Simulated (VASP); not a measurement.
Here is a VASP 6.6.1 calculation.

File INCAR:

```
SYSTEM = Al
PREC = Accurate
ENCUT = 520
EDIFF = 1E-7
ISMEAR = -1
SIGMA = 0.05
LREAL = .False.
LASPH = .True.
NELM = 100
ALGO = Normal
ISIF = 2
LWAVE = .False.
LCHARG = .False.
NBANDS = 10
```

Contents of KPOINTS:

```
Automatic mesh
0
Gamma
  11 11 6
  0 0 0
```

File POSCAR:

```
Al
1.0
    2.7935792435      0.0000000000      0.0000000000
   -1.3967896217      2.4193105923      0.0000000000
    0.0000000000      0.0000000000      4.8341855930
Al
2
Direct
    0.3333333333      0.6666666667      0.2500000000
    0.6666666667      0.3333333333      0.7500000000
```

Potentials or basis: VASP PAW LDA potentials, release 64 (Al).

Launch:

```sh
$ cat potpaw_LDA.64/Al/POTCAR > POTCAR
$ mpirun -np 1 vasp_std > vasp.out
```

(1) Predict the band gap on the k mesh.

(2) Estimate the pressure.

Results:

(1) zero (band 3 reaches 11.38 eV, above the bottom of band 4 at 4.93 eV).

(2) -1.5 GPa.
